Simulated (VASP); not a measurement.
Al3GaN4: single point with r2SCAN

Crystal: Al3GaN4.

```
CELL_PARAMETERS angstrom
4.40124 0.00000 0.00000
0.00000 4.40124 0.00000
0.00000 0.00000 4.40124
ATOMIC_POSITIONS crystal
Al 0.50340 0.50340 0.01163
Al 0.50340 0.01163 0.50340
Al 0.01163 0.50340 0.50340
Ga 0.99016 0.99016 0.99016
N 0.74783 0.74783 0.26523
N 0.74783 0.26523 0.74783
N 0.26523 0.74783 0.74783
N 0.25260 0.25260 0.25260
```

This cell differs from its parent crystal: mode 4 (254.0 1/cm) frozen in, largest displacement -0.075 Å.

```
Program             : VASP 6.6.1
Task                : single point
Functional          : r2SCAN
Potentials or basis : VASP PAW PBE potentials, release 64 (Al, Ga_d, N)
Cutoff              : 520 eV
k mesh              : 6 × 6 × 6
Occupations         : gaussian, width 0.05 eV
Spin                : no spin polarisation
```

The pressure is -0.1 GPa, the largest force is 1.114 eV/Å and the band gap on the k mesh is 3.81 eV, direct.

Forces in eV/Å, atoms in the order of the input:
```
Al  -0.101 -0.101 -0.326
Al  -0.101 -0.326 -0.101
Al  -0.326 -0.101 -0.101
Ga   0.643  0.643  0.643
N   -0.075 -0.075 -0.099
N   -0.075 -0.099 -0.075
N   -0.099 -0.075 -0.075
N    0.134  0.134  0.134
```

Stress tensor (GPa, compression positive):
```
-0.06 -0.47 -0.47
-0.47 -0.06 -0.47
-0.47 -0.47 -0.06
```

Levels at points of the mesh, in eV from the valence-band top:
```csv
k point,band 18,band 19,band 20,band 21,band 22,band 23,band 24,band 25
"(0.00, 0.00, 0.00)",-2.00,-0.01,0.00,0.00,3.81,4.04,4.04,4.11
"(0.50, 0.00, 0.00)",-1.29,-1.22,-0.98,-0.91,6.15,6.34,6.76,6.77
"(0.50, 0.50, 0.00)",-0.89,-0.59,-0.56,-0.48,7.84,8.25,8.33,8.61
"(0.50, 0.50, 0.50)",-0.63,-0.40,-0.40,-0.27,6.15,7.75,7.79,7.79
```

It took 2.1 min on 1 thread of Intel(R) Xeon(R) 6975P-C (Granite Rapids), with other jobs on the host, peak memory 0.25 GiB.

Caveat: the cell differs from its parent crystal (mode 4 (254.0 1/cm) frozen in, largest displacement -0.075 Å); the PAW data sets were made with another functional, which shifts forces and pressure a little. A k mesh can miss the band edges.
